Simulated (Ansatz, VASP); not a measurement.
## One calculation of Mg, two programs

The input POSCAR:

```
Mg
1.0
    3.2201014251      0.0000000000      0.0000000000
   -1.6100507126      2.7886896369      0.0000000000
    0.0000000000      0.0000000000      2.7321848584
Mg
1
Direct
    0.0000000000      0.0000000000      0.0000000000
```

The input INCAR.step1:

```
SYSTEM = Mg
ALGO     = Normal         ! electronic algorithm
EDIFF    = 1E-4           ! SCF threshold, eV
ENCUT    = 520            ! plane-wave cutoff, eV
GGA      = PE             ! functional
ISMEAR   = 0              ! smearing method
LASPH    = .TRUE.         ! aspherical terms in the spheres
LCHARG   = .FALSE.        ! write CHGCAR
LREAL    = .FALSE.        ! projectors in reciprocal space
LWAVE    = .TRUE.         ! write WAVECAR
NBANDS   = 7              ! bands
NELM     = 100            ! most SCF steps
PREC     = Accurate       ! precision mode
SIGMA    = 0.15           ! smearing width, eV
```

The input INCAR.step2:

```
SYSTEM = Mg
ALGO     = Normal         ! electronic algorithm
EDIFF    = 1E-6           ! SCF threshold, eV
ENCUT    = 520            ! plane-wave cutoff, eV
ISIF     = 2              ! what is computed and relaxed
ISMEAR   = 0              ! smearing method
ISTART   = 1            
LASPH    = .TRUE.         ! aspherical terms in the spheres
LCHARG   = .FALSE.        ! write CHGCAR
LMIXTAU  = .TRUE.       
LREAL    = .FALSE.        ! projectors in reciprocal space
LWAVE    = .FALSE.        ! write WAVECAR
METAGGA  = R2SCAN         ! meta-GGA
NBANDS   = 7              ! bands
NELM     = 100            ! most SCF steps
PREC     = Accurate       ! precision mode
SIGMA    = 0.15           ! smearing width, eV
```

The input KPOINTS:

```
k-points
0
G
  21 21 18
  0 0 0
```

Input for Ansatz:

```yaml
crystal:
  lattice:
    - [3.2201014251, 0.0, 0.0]
    - [-1.6100507126, 2.7886896369, 0.0]
    - [0.0, 0.0, 2.7321848584]
  atoms:
    - { symbol: Mg, position: [0.0, 0.0, 0.0] }
basis:
  ecutwfc: 500
kpoints:
  mp_grid: { grid: [21, 21, 18] }
hamiltonian:
  xc: r2scan
scf:
  occupations: { method: gaussian, width: 0.15 }
output:
  forces: true
  stress: true
  eigenvalues: true
```

Alike in both runs: task single point; functional r2SCAN; k mesh 21 × 21 × 18; occupations gaussian, width 0.15 eV; no spin polarisation.

|  | VASP | Ansatz |
| --- | --- | --- |
| version | VASP 6.6.1 | Ansatz 0.2.0 |
| potentials or method | VASP PAW PBE potentials, release 64 (Mg), cutoff 520 eV | scalar-relativistic, plane waves, PAW |
| valence electrons in the cell | 2 | 10 |

```tsv
	VASP	Ansatz	Ansatz less VASP
gap on the k mesh at the Fermi level (eV)	none	none	-
pressure (GPa)	0.8	1.0	+0.18
traceless stress, the component that is largest in VASP (GPa)	9.61	9.64	+0.029
```

VASP's potentials were made for PBE, not for r2SCAN. A gap of «none» marks a metal or a gap that the smearing closes. VASP's potentials hold 2 valence electrons a cell and Ansatz's 10, so a difference there can come from the potentials and not from the codes.
